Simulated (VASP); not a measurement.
**Cu2Ni3: relaxation of cell and atoms with PBE**

Cu2Ni3:

```
Cu Ni
1.0
     0.00000    1.91466    8.52774
     1.70555    0.00000    8.52774
     1.70555    1.91466    0.00000
Cu Ni
2 3
Direct
  0.80000 0.80000 0.20000
  0.20000 0.20000 0.80000
  0.00000 0.00000 0.00000
  0.40000 0.40000 0.60000
  0.60000 0.60000 0.40000
```

```json
{
 "Program": "VASP 6.6.1",
 "Task": "relaxation of cell and atoms",
 "Functional": "PBE",
 "Potentials or basis": "VASP PAW PBE potentials, release 64 (Cu, Ni)",
 "Cutoff": "600 eV",
 "k mesh": "6 × 6 × 6",
 "Occupations": "gaussian, width 0.1 eV",
 "Spin": "collinear spin, ferrimagnetic start",
 "Starting moments": "[0.0, 0.0, 2.0, 2.0, -2.0] μB",
 "Dipole correction": "no",
 "Further INCAR settings": "ALGO = Fast; EDIFF = 1e-06; IBRION = 2; EDIFFG = -0.04; NSW = 90; ISIF = 3"
}
```

```yaml
Relaxed_volume: 11.29 Å³/atom
Relaxed_cell: a = 9.065 Å, b = 9.067 Å, c = 2.520 Å, α = 81.96°, β = 82.06°, γ = 15.98°
Space_group_after_relaxing_to_0.1_Å: I4/mmm (No. 139)
Energy_gained_by_relaxing: 44.9 meV/atom
Ionic_steps: 7
Pressure_after_relaxing: -0.2 GPa
Largest_force_after_relaxing: 0.022 eV/Å
Net_moment: 1.54 μB per cell
Site_moments: Cu -0.01; Ni +0.62, +0.49 (each value once) μB
Valence_electrons_inside_the_program's_atomic_spheres: Cu 10.02; Ni 9.30, 9.28 (each value once)
```

Forces in eV/Å, atoms in the order of the input:
```
Cu   0.000  0.000  0.012
Cu   0.000  0.000 -0.012
Ni   0.000  0.000  0.000
Ni   0.000  0.000  0.022
Ni   0.000  0.000 -0.021
```

Stress tensor (GPa, compression positive):
```
-0.54  0.00  0.00
 0.00  0.16  0.00
 0.00  0.00 -0.16
```

The path:
```tsv
step	energy change (eV)	largest force (eV/Å)	pressure (GPa)	volume (Å³)
1	0.0000	0.4428	2.75	55.70
2	-0.1427	0.3052	-2.51	57.21
3	-0.1689	0.2353	-5.09	58.13
4	-0.2165	0.0782	2.53	55.59
5	-0.2217	0.0985	0.53	56.17
6	-0.2238	0.0529	0.18	56.31
7	-0.2245	0.0218	-0.18	56.45
```

Final structure:
```
Cu Ni
1.0
     0.00000    1.77595    8.88890
     1.78804    0.00000    8.88890
     1.78804    1.77595    0.00000
Cu Ni
2 3
Direct
  0.80226 0.80226 0.19774
  0.19774 0.19774 0.80226
  0.00000 0.00000 0.00000
  0.40386 0.40386 0.59614
  0.59614 0.59614 0.40386
```

Levels at points of the mesh, in eV from the Fermi level:
Spin up:
```
           k point  band 24  band 25  band 26  band 27  band 28  band 29  band 30  band 31
(0.00, 0.00, 0.00)    -1.03    -0.67    -0.61    -0.59    -0.50     0.02     0.47    10.86
(0.50, 0.00, 0.00)    -0.67    -0.58    -0.47     0.00     0.37     0.66     0.97     4.93
(0.50, 0.50, 0.00)    -1.17    -1.13    -0.68    -0.55    -0.52    -0.50     2.29     8.41
(0.50, 0.00, 0.50)    -0.21    -0.21     2.24     3.31     3.35     5.85     5.91     8.01
(0.00, 0.50, 0.50)    -0.21    -0.21     2.09     3.44     3.49     5.71     5.77     8.01
```
Spin down:
```csv
k point,band 23,band 24,band 25,band 26,band 27,band 28
"(0.00, 0.00, 0.00)",-0.51,-0.51,-0.18,0.08,0.11,0.14
"(0.50, 0.00, 0.00)",-0.51,-0.40,-0.03,0.04,0.08,0.69
"(0.50, 0.50, 0.00)",-0.60,-0.59,-0.54,-0.19,0.08,0.18
"(0.50, 0.00, 0.50)",0.22,0.41,0.41,2.20,3.35,3.44
"(0.00, 0.50, 0.50)",0.22,0.41,0.41,2.05,3.49,3.56
```

Run time: 80 min on 1 thread of Oxide Virtual Turin-like Processor (shared host), peak memory 0.45 GiB.

Caveat: the k points lie up to 0.42 Å⁻¹ apart in the final cell.
